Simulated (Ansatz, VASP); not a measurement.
# One calculation of C, two programs

```
CELL_PARAMETERS angstrom
-2.51802 0.00000 0.00000
0.00000 4.36134 0.00000
1.25901 -2.18067 -8.30459
ATOMIC_POSITIONS crystal
C 0.45352 0.45352 0.90703
C 0.95352 0.95352 0.90703
C 0.70352 0.70352 0.40703
C 0.20352 0.20352 0.40703
C 0.29648 0.29648 0.59297
C 0.79648 0.79648 0.59297
C 0.54648 0.54648 0.09297
C 0.04648 0.04648 0.09297
C 0.92224 0.25557 0.84447
C 0.42224 0.75557 0.84447
C 0.17224 0.83890 0.34447
C 0.67224 0.33890 0.34447
C 0.82776 0.16110 0.65553
C 0.32776 0.66110 0.65553
C 0.07776 0.74443 0.15553
C 0.57776 0.24443 0.15553
```

Alike in both runs: task single point; functional PBE; k mesh 8 × 8 × 8; occupations gaussian, width 0.05 eV; no spin polarisation.

```csv
,VASP,Ansatz
version,VASP 6.6.1,Ansatz 0.2.0
potentials or method,"VASP PAW PBE potentials, release 64 (C), cutoff 520 eV","scalar-relativistic, plane waves, PAW"
valence electrons in the cell,64,64
```

Ansatz gave:

```
gap on the k mesh at the Fermi level (eV)                     : 4.56
least direct gap on the mesh (eV)                             : 4.84
pressure (GPa)                                                : 0.0
traceless stress, the component that is largest in VASP (GPa) : 0.02
```

Problem. Estimate VASP's values.

Solution. gap on the k mesh at the Fermi level (eV): 4.55; least direct gap on the mesh (eV): 4.83; pressure (GPa): 0.7; traceless stress, the component that is largest in VASP (GPa): 0.07.
